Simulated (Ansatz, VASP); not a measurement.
# One calculation of SrCl2, two programs

```
Sr Cl
1.0
     0.16330    3.48550    3.48550
     3.64880    0.00000    3.64880
     3.48550    3.48550    0.16330
Sr Cl
1 2
Direct
  0.00000 0.00000 0.00000
  0.25000 0.25000 0.25000
  0.75000 0.75000 0.75000
```

Change from the starting cell: strain +0.0937 x Voigt [0, 0, 0, 0, 1, 0], atoms carried along.

Alike in both runs: task single point; functional PBE; k mesh 6 × 6 × 6; occupations gaussian, width 0.05 eV; no spin polarisation.

```csv
,VASP,Ansatz
version,VASP 6.6.1,Ansatz 0.2.0
potentials or method,"VASP PAW PBE potentials, release 64 (Sr_sv, Cl), cutoff 520 eV","scalar-relativistic, plane waves, PAW"
valence electrons in the cell,24,24
```

|  | VASP | Ansatz | Ansatz less VASP |
| --- | --- | --- | --- |
| gap on the k mesh at the Fermi level (eV) | 5.36 | 5.37 | +0.006 |
| least direct gap on the mesh (eV) | 5.54 | 5.54 | +0.003 |
| pressure (GPa) | 1.6 | 1.5 | -0.10 |
| traceless stress, the component that is largest in VASP (GPa) | -1.47 | -1.43 | +0.044 |
| rms of the force components (eV/Å) | 0.117 | 0.113 | -0.0045 |

Atom by atom the forces differ by 0.004 eV/Å (rms over components). The functional is the same, so the differences come from potentials, cutoffs and numerics.
